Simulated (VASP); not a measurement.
Write the native input for VASP 6.6.1 that does the following.

```
Task                   : single point
Functional             : PBE
Potentials or basis    : VASP PAW PBE potentials, release 64 (Hf_pv, Ge_d, W_sv)
Cutoff                 : 520 eV
k mesh                 : 4 × 4 × 4
Occupations            : gaussian, width 0.1 eV
Spin                   : no spin polarisation
Dipole correction      : no
Further INCAR settings : ALGO = Fast; EDIFF = 1e-07; NBANDS = 69
```

The structure of Hf3GeW lies in POSCAR:

```
Hf3GeW
1.0
    6.1242633200      0.0000000000      0.0000000000
    0.0000000000      6.1242633200      0.0000000000
    0.0000000000      0.0000000000      4.5712641800
Hf Ge W
6 2 2
Direct
    0.2041000100      0.7041000100      0.5655000100
    0.7041000100      0.7958999900      0.4344999900
    0.7958999900      0.2958999900      0.5655000100
    0.2958999900      0.2041000100      0.4344999900
    0.0000000000      0.0000000000      0.0000000000
    0.5000000000      0.5000000000      0.0000000000
    0.0000000000      0.5000000000      0.0479999900
    0.5000000000      0.0000000000      0.9520000100
    0.0000000000      0.0000000000      0.5000000000
    0.5000000000      0.5000000000      0.5000000000
```

The cell was built from a structure type or drawn by symmetry, and may not be a known phase.

These files were run (other wordings do the same):

INCAR

```
PREC = Accurate ; ENCUT = 520
EDIFF = 1E-7 ; ISMEAR = 0
SIGMA = 0.1 ; LREAL = F
LASPH = T ; NELM = 60
ALGO = Fast ; ISIF = 2
LWAVE = F ; LCHARG = T
GGA = PE ; LELF = T
LVHAR = T ; NBANDS = 69
```

KPOINTS

```
Automatic mesh
0
Gamma
  4 4 4
```

Potentials or basis: VASP PAW PBE potentials, release 64 (Hf_pv, Ge_d, W_sv).

The run is started by

```sh
$ cat potpaw_PBE.64/Hf_pv/POTCAR potpaw_PBE.64/Ge_d/POTCAR potpaw_PBE.64/W_sv/POTCAR > POTCAR
$ mpirun -np 1 vasp_std > vasp.out
```

It gave:

```
Pressure               : 65.9 GPa
Largest force          : 3.133 eV/Å
Band gap on the k mesh : zero (bands 58 and 59 overlap by 0.47 eV)
```

Caveat: the cell stands under pressure; spin-orbit coupling is left out, which moves the levels of the heavy elements; forces of over 1 eV/Å act on the atoms, so gaps and moduli don't describe the material at rest.

Wall time 5.2 min on 1 thread of Intel(R) Xeon(R) 6975P-C (Granite Rapids) (shared host), peak memory 0.38 GiB.
